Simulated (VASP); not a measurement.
Wanted: the native input for a VASP 6.6.1 run.

- Task: single point
- Functional: r2SCAN
- Potentials or basis: VASP PAW PBE potentials, release 64 (As)
- Cutoff: 520 eV
- k mesh: 10 × 10 × 8
- Occupations: fermi-dirac, width 0.1 eV
- Spin: no spin polarisation
- Dipole correction: no
- Further INCAR settings: ALGO = Normal; EDIFF = 1e-06; NBANDS = 18

As:

```
As
1.0
     1.82415   -5.70069    0.00000
     1.82415    5.70069    0.00000
     0.00000    0.00000    4.73502
As
4
Direct
  0.10425 0.89575 0.92647
  0.60425 0.39575 0.57353
  0.89575 0.10425 0.07353
  0.39575 0.60425 0.42647
```

These files were run (other wordings do the same):

POSCAR

```
As
1.0
    1.8241469974     -5.7006943743      0.0000000000
    1.8241469974      5.7006943743      0.0000000000
    0.0000000000      0.0000000000      4.7350200111
As
4
Direct
    0.1042544959      0.8957455041      0.9264712218
    0.6042544959      0.3957455041      0.5735287782
    0.8957455041      0.1042544959      0.0735287782
    0.3957455041      0.6042544959      0.4264712218
```

INCAR.step1

```
ALGO = Normal ; EDIFF = 1E-4
ENCUT = 520 ; GGA = PE
ISMEAR = -1 ; LASPH = True
LCHARG = False ; LREAL = False
LWAVE = True ; NBANDS = 18
NELM = 60 ; PREC = Accurate
SIGMA = 0.1
```

INCAR.step2

```
ALGO = Normal ; EDIFF = 1E-6
ENCUT = 520 ; ISIF = 2
ISMEAR = -1 ; ISTART = 1
LASPH = True ; LCHARG = False
LMIXTAU = True ; LREAL = False
LWAVE = False ; METAGGA = R2SCAN
NBANDS = 18 ; NELM = 60
PREC = Accurate ; SIGMA = 0.1
```

KPOINTS

```
k-points
0
Gamma
  10 10 8
```

Potentials or basis: VASP PAW PBE potentials, release 64 (As).

Run with:

```bash
$ cat potpaw_PBE.64/As/POTCAR > POTCAR
$ cp INCAR.step1 INCAR
$ mpirun -np 1 vasp_std > vasp.out
$ cp INCAR.step2 INCAR
$ mpirun -np 1 vasp_std > vasp.out
```

It gave:

The pressure is 0.1 GPa and the largest force is 0.039 eV/Å.

Caveat: the PAW data sets were made with another functional, which shifts forces and pressure a little.

It took 32 min on 1 thread of Oxide Virtual Turin-like Processor, with other jobs on the host, peak memory 0.39 GiB.
